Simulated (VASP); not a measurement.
# InSb (F-43m) in VASP: notebook

InSb is run at these levels: PBE; tasks: electric field gradients.

Everything below comes from runs of VASP 6.6.1. Logs are shortened: lines on timing, memory, paths and dates and some standing lists are left out, and cuts for length are marked.

### 1 The cell of the first run

Symmetry: F-43m, No. 216, cubic system. The conventional cell has a = 6.347 Å, b = 6.347 Å, c = 6.347 Å, α = 90.00°, β = 90.00°, γ = 90.00°. In (site symmetry -43m) has 4 Sb at 2.75 Å within 3.6 Å. Within 3.6 Å of Sb (site symmetry -43m) lie 4 In at 2.75 Å.

### 2 Electric field gradients, PBE (volume scaled by 0.9405)

The input, INCAR:

```
SYSTEM = InSb
PREC = Accurate ; ENCUT = 520
EDIFF = 1E-8 ; ISMEAR = -1
SIGMA = 0.03 ; LREAL = .False.
LASPH = .True. ; NELM = 100
ALGO = Normal ; ISIF = 2
LWAVE = .False. ; LCHARG = .False.
GGA = PE ; LEFG = .True.
NBANDS = 16
```

The input, KPOINTS:

```
Automatic mesh
0
Gamma
  10 10 10
  0 0 0
```

The input, POSCAR:

```
InSb
1.0
    0.0000000000      3.1735398497      3.1735398497
    3.1735398497      0.0000000000      3.1735398497
    3.1735398497      3.1735398497      0.0000000000
In Sb
1 1
Direct
    0.0000000000      0.0000000000      0.0000000000
    0.7500000000      0.7500000000      0.7500000000
```

Potentials or basis: VASP PAW PBE potentials, release 64 (In_d, Sb).

Command:

```sh
$ cat potpaw_PBE.64/In_d/POTCAR potpaw_PBE.64/Sb/POTCAR > POTCAR
$ mpirun -np 1 vasp_std > vasp.out
```

OUTCAR:

```text
SYSTEM = InSb
   PREC = Accurate
   ENCUT = 520
   EDIFF = 1E-8
   ISMEAR = -1
   LREAL = .False.
   LASPH = .True.
   NELM = 100
   ISIF = 2
   GGA = PE

 ion  position               nearest neighbor table
   1  0.000  0.000  0.000-   2 2.75   2 2.75   2 2.75   2 2.75
   2  0.750  0.750  0.750-   1 2.75   1 2.75   1 2.75   1 2.75

  LATTYP: Found a face centered cubic cell.
 ALAT       =     6.3470796994

  Lattice vectors:

 A1 = (   0.0000000000,   3.1735398497,   3.1735398497)
 A2 = (   3.1735398497,   0.0000000000,   3.1735398497)
 A3 = (   3.1735398497,   3.1735398497,   0.0000000000)

Analysis of symmetry for initial positions (statically):
=====================================================================
 Subroutine PRICEL returns:
 Original cell was already a primitive cell.

 Routine SETGRP: Setting up the symmetry group for a
 face centered cubic supercell.

 Subroutine GETGRP returns: Found 24 space group operations
 (whereof 24 operations were pure point group operations)
 out of a pool of 48 trial point group operations.

The static configuration has the point symmetry T_d .

Analysis of symmetry for dynamics (positions and initial velocities):
=====================================================================
 Subroutine PRICEL returns:
 Original cell was already a primitive cell.

 Routine SETGRP: Setting up the symmetry group for a
 face centered cubic supercell.

 Subroutine GETGRP returns: Found 24 space group operations
 (whereof 24 operations were pure point group operations)
 out of a pool of 48 trial point group operations.

The dynamic configuration has the point symmetry T_d .

 Subroutine INISYM returns: Found 24 space group operations
 (whereof 24 operations are pure point group operations),
 and found     1 'primitive' translations

----------------------------------------------------------------------------------------

                                     Primitive cell

  volume of cell :      63.9237

  direct lattice vectors                    reciprocal lattice vectors
     0.000000000  3.173539850  3.173539850    -0.157552772  0.157552772  0.157552772
     3.173539850  0.000000000  3.173539850     0.157552772 -0.157552772  0.157552772
     3.173539850  3.173539850  0.000000000     0.157552772  0.157552772 -0.157552772

  length of vectors
     4.488063096  4.488063096  4.488063096     0.272889406  0.272889406  0.272889406
[... 116 lines left out ...]
 NGX is ok and might be reduce to    36
   NGX = 17   NGY = 17   NGZ = 17

 number of electron      18.0000005 magnetization

 Free energy of the ion-electron system (eV)
  ---------------------------------------------------
  ext. energy  EPLUGINS =         0.00000000
  ---------------------------------------------------
  free energy    TOTEN  =        -6.78342934 eV

  energy without entropy =       -6.78338395  energy(sigma->0) =       -6.78340664

 E-fermi :   5.8896     XC(G=0):  -8.9532

 val. band max:        5.7856676632   @ k =   0.0000   0.0000   0.0000
 cond. band min:       5.9574106702   @ k =   0.0000   0.0000   0.0000
 fundamental gap:      0.1717430070
 Fermi energy:         5.8896360931

 k-point     1 :       0.0000    0.0000    0.0000
  band No.  band energies     occupation
      1      -8.9713      2.00000
      2      -8.9713      2.00000
      3      -8.9713      2.00000
      4      -8.8672      2.00000
      5      -8.8672      2.00000
      6      -5.3454      2.00000
[... 433 lines left out ...]
      3      -8.9285      2.00000
      4      -8.8852      2.00000
      5      -8.8592      2.00000
      6      -3.8326      2.00000
[... 8 lines left out ...]
     15      15.5571      0.00000
     16      16.1553      0.00000

 [... further k-points ...]
[... 5 lines left out ...]
  --------------------------------------------------------------------------------------
  -------------------------------------------------------------------------------------
  Total        2.6799615      2.6799615      2.6799615      0.0000000      0.0000000     -0.0000000
  in kB       67.1702989     67.1702989     67.1702989      0.0000000      0.0000000     -0.0000000
  external PRESSURE =      67.1702989 kB  Pullay stress =       0.0000000 kB

 VOLUME and BASIS-vectors are now :
 -----------------------------------------------------------------------------
  energy-cutoff  :      520.00
  volume of cell :       63.92
      direct lattice vectors                 reciprocal lattice vectors
     0.000000000  3.173539850  3.173539850    -0.157552772  0.157552772  0.157552772
     3.173539850  0.000000000  3.173539850     0.157552772 -0.157552772  0.157552772
     3.173539850  3.173539850  0.000000000     0.157552772  0.157552772 -0.157552772

 POSITION                                       TOTAL-FORCE (eV/Angst)
 -----------------------------------------------------------------------------------
      0.00000      0.00000      0.00000         0.000000      0.000000      0.000000
      4.76031      4.76031      4.76031        -0.000000     -0.000000     -0.000000
 -----------------------------------------------------------------------------------
    total drift:                                0.000000      0.000000      0.000000

  FREE ENERGIE OF THE ION-ELECTRON SYSTEM (eV)
  ---------------------------------------------------
  free  energy   TOTEN  =        -6.7834293388 eV

  energy  without entropy=       -6.7833839505  energy(sigma->0) =       -6.78340664

 Electric field gradients (V/A^2)
---------------------------------------------------------------------
 ion       V_xx      V_yy      V_zz      V_xy      V_xz      V_yz
---------------------------------------------------------------------
   1       0.000     0.000    -0.000    -0.001    -0.001    -0.001
   2       0.000    -0.000     0.000    -0.000    -0.000    -0.000
---------------------------------------------------------------------

 Electric field gradients after diagonalization (V/A^2)
 (convention: |V_zz| > |V_xx| > |V_yy|)
----------------------------------------------------------------------
 ion       V_xx      V_yy      V_zz     asymmetry (V_yy - V_xx)/ V_zz
----------------------------------------------------------------------
   1       0.001     0.001    -0.002       0.000
   2       0.000     0.000    -0.000       0.000
----------------------------------------------------------------------

           NMR quadrupolar parameters

 Cq : quadrupolar parameter    Cq=e*Q*V_zz/h
 eta: asymmetry parameters     (V_yy - V_xx)/ V_zz
 Q  : nuclear electric quadrupole moment in mb (millibarn)
----------------------------------------------------------------------
 ion       Cq(MHz)       eta       Q (mb)
----------------------------------------------------------------------
   1      -0.000       0.000       1.000
   2      -0.000       0.000       1.000
----------------------------------------------------------------------
```

OSZICAR:

```text
N       E                     dE             d eps       ncg     rms          rms(c)
DAV:   1     0.114701627194E+03    0.11470E+03   -0.79956E+03  1504   0.115E+03
DAV:   2     0.404296534537E+00   -0.11430E+03   -0.11018E+03  1680   0.285E+02
DAV:   3    -0.669842670564E+01   -0.71027E+01   -0.70734E+01  1864   0.729E+01
DAV:   4    -0.689751103711E+01   -0.19908E+00   -0.19905E+00  1904   0.137E+01
DAV:   5    -0.690789030206E+01   -0.10379E-01   -0.10379E-01  2272   0.263E+00    0.462E+00
DAV:   6    -0.679985777753E+01    0.10803E+00   -0.15609E-01  2168   0.639E+00    0.268E+00
DAV:   7    -0.678188234640E+01    0.17975E-01   -0.78506E-02  2056   0.274E+00    0.667E-01
DAV:   8    -0.678271272314E+01   -0.83038E-03   -0.83913E-03  1976   0.110E+00    0.310E-01
DAV:   9    -0.678335830908E+01   -0.64559E-03   -0.10279E-03  1800   0.262E-01    0.788E-02
DAV:  10    -0.678338870529E+01   -0.30396E-04   -0.48762E-05  2136   0.503E-02    0.418E-02
DAV:  11    -0.678342781485E+01   -0.39110E-04   -0.69917E-05  1688   0.570E-02    0.246E-02
DAV:  12    -0.678342932991E+01   -0.15151E-05   -0.13151E-06  1968   0.820E-03    0.603E-03
DAV:  13    -0.678342927765E+01    0.52255E-07   -0.12258E-06  1760   0.743E-03    0.291E-03
DAV:  14    -0.678342924585E+01    0.31800E-07   -0.30135E-08  2136   0.962E-04    0.923E-04
DAV:  15    -0.678342927840E+01   -0.32552E-07   -0.59646E-09  1400   0.511E-04    0.605E-04
DAV:  16    -0.678342933509E+01   -0.56688E-07   -0.12798E-09  1112   0.262E-04    0.169E-04
DAV:  17    -0.678342933877E+01   -0.36814E-08   -0.19472E-10   944   0.108E-04
   1 F= -.67834293E+01 E0= -.67834066E+01  d E =-.453883E-04
```

Run time: 36 s. Hardware: 1 thread of Intel Xeon Platinum 8488C (Sapphire Rapids), shared host; peak memory 0.23 GiB.

What came out:

```yaml
Free_energy: -6.7834 eV
Pressure: 6.7 GPa
Band_gap_on_the_k_mesh: 0.17 eV, direct
```

Caveat: without QUAD_EFG the Cq values of the log hold for a quadrupole moment of 1 mb, not for the nuclei; spin-orbit coupling is left out, which moves the levels of the heavy elements. A k mesh can miss the band edges.

### 3 Electric field gradients, PBE (volume scaled by 0.9405)

The input, INCAR:

```
PREC = Accurate ; ENCUT = 520
EDIFF = 1E-8 ; ISMEAR = -1
SIGMA = 0.03 ; LREAL = False
LASPH = True ; NELM = 100
ALGO = Normal ; ISIF = 2
LWAVE = False ; LCHARG = False
GGA = PE ; LEFG = True
NBANDS = 16
```

The input, KPOINTS:

```
Automatic mesh
0
Gamma
  10 10 10
```

POSCAR is that of step 2.

Potentials or basis: VASP PAW PBE potentials, release 64 (In_d, Sb).

Command:

```sh
$ cat potpaw_PBE.64/In_d/POTCAR potpaw_PBE.64/Sb/POTCAR > POTCAR
$ mpirun -np 1 vasp_std > vasp.out
```

OUTCAR:

```text
PREC = Accurate
   ENCUT = 520
   EDIFF = 1E-8
   ISMEAR = -1
   LREAL = False
   LASPH = True
   NELM = 100
   ISIF = 2
   GGA = PE

 ion  position               nearest neighbor table
   1  0.000  0.000  0.000-   2 2.75   2 2.75   2 2.75   2 2.75
   2  0.750  0.750  0.750-   1 2.75   1 2.75   1 2.75   1 2.75

  LATTYP: Found a face centered cubic cell.
 ALAT       =     6.3470796994

  Lattice vectors:

 A1 = (   0.0000000000,   3.1735398497,   3.1735398497)
 A2 = (   3.1735398497,   0.0000000000,   3.1735398497)
[... 667 lines left out ...]
  FREE ENERGIE OF THE ION-ELECTRON SYSTEM (eV)
  ---------------------------------------------------
  free  energy   TOTEN  =        -6.7834293388 eV

  energy  without entropy=       -6.7833839505  energy(sigma->0) =       -6.78340664

 Electric field gradients (V/A^2)
---------------------------------------------------------------------
 ion       V_xx      V_yy      V_zz      V_xy      V_xz      V_yz
---------------------------------------------------------------------
   1       0.000     0.000    -0.000    -0.001    -0.001    -0.001
   2       0.000    -0.000     0.000    -0.000    -0.000    -0.000
---------------------------------------------------------------------

 Electric field gradients after diagonalization (V/A^2)
 (convention: |V_zz| > |V_xx| > |V_yy|)
----------------------------------------------------------------------
 ion       V_xx      V_yy      V_zz     asymmetry (V_yy - V_xx)/ V_zz
----------------------------------------------------------------------
   1       0.001     0.001    -0.002       0.000
   2       0.000     0.000    -0.000       0.000
----------------------------------------------------------------------

           NMR quadrupolar parameters

 Cq : quadrupolar parameter    Cq=e*Q*V_zz/h
 eta: asymmetry parameters     (V_yy - V_xx)/ V_zz
 Q  : nuclear electric quadrupole moment in mb (millibarn)
----------------------------------------------------------------------
 ion       Cq(MHz)       eta       Q (mb)
----------------------------------------------------------------------
   1      -0.000       0.000       1.000
   2      -0.000       0.000       1.000
----------------------------------------------------------------------
```

OSZICAR:

```text
N       E                     dE             d eps       ncg     rms          rms(c)
DAV:   1     0.114701627194E+03    0.11470E+03   -0.79956E+03  1504   0.115E+03
DAV:   2     0.404296534537E+00   -0.11430E+03   -0.11018E+03  1680   0.285E+02
DAV:   3    -0.669842670564E+01   -0.71027E+01   -0.70734E+01  1864   0.729E+01
DAV:   4    -0.689751103711E+01   -0.19908E+00   -0.19905E+00  1904   0.137E+01
DAV:   5    -0.690789030206E+01   -0.10379E-01   -0.10379E-01  2272   0.263E+00    0.462E+00
DAV:   6    -0.679985777753E+01    0.10803E+00   -0.15609E-01  2168   0.639E+00    0.268E+00
DAV:   7    -0.678188234640E+01    0.17975E-01   -0.78506E-02  2056   0.274E+00    0.667E-01
DAV:   8    -0.678271272314E+01   -0.83038E-03   -0.83913E-03  1976   0.110E+00    0.310E-01
DAV:   9    -0.678335830908E+01   -0.64559E-03   -0.10279E-03  1800   0.262E-01    0.788E-02
DAV:  10    -0.678338870529E+01   -0.30396E-04   -0.48762E-05  2136   0.503E-02    0.418E-02
DAV:  11    -0.678342781485E+01   -0.39110E-04   -0.69917E-05  1688   0.570E-02    0.246E-02
DAV:  12    -0.678342932991E+01   -0.15151E-05   -0.13151E-06  1968   0.820E-03    0.603E-03
DAV:  13    -0.678342927765E+01    0.52255E-07   -0.12258E-06  1760   0.743E-03    0.291E-03
DAV:  14    -0.678342924585E+01    0.31800E-07   -0.30135E-08  2136   0.962E-04    0.923E-04
DAV:  15    -0.678342927840E+01   -0.32552E-07   -0.59646E-09  1400   0.511E-04    0.605E-04
DAV:  16    -0.678342933509E+01   -0.56688E-07   -0.12798E-09  1112   0.262E-04    0.169E-04
DAV:  17    -0.678342933877E+01   -0.36814E-08   -0.19472E-10   944   0.108E-04
   1 F= -.67834293E+01 E0= -.67834066E+01  d E =-.453883E-04
```

stdout:

```text
POSCAR found type information on POSCAR InSb
 POSCAR found :  2 types and       2 ions
 scaLAPACK will be used
 LDA part: xc-table for (Slater+PW92), standard interpolation
 POSCAR, INCAR and KPOINTS ok, starting setup
 FFT: planning ... GRIDC
 FFT: planning ... GRID_SOFT
 FFT: planning ... GRID
 WAVECAR not read
 entering main loop
ion   1

ion   2
```

It took 38 s on 1 thread of Intel Xeon Platinum 8488C (Sapphire Rapids), shared host; peak memory 0.23 GiB.

What came out:

```yaml
Free_energy: -6.7834 eV
Pressure: 6.7 GPa
Band_gap_on_the_k_mesh: 0.17 eV, direct
```

Caveat: without QUAD_EFG the Cq values of the log hold for a quadrupole moment of 1 mb, not for the nuclei; spin-orbit coupling is left out, which moves the levels of the heavy elements.
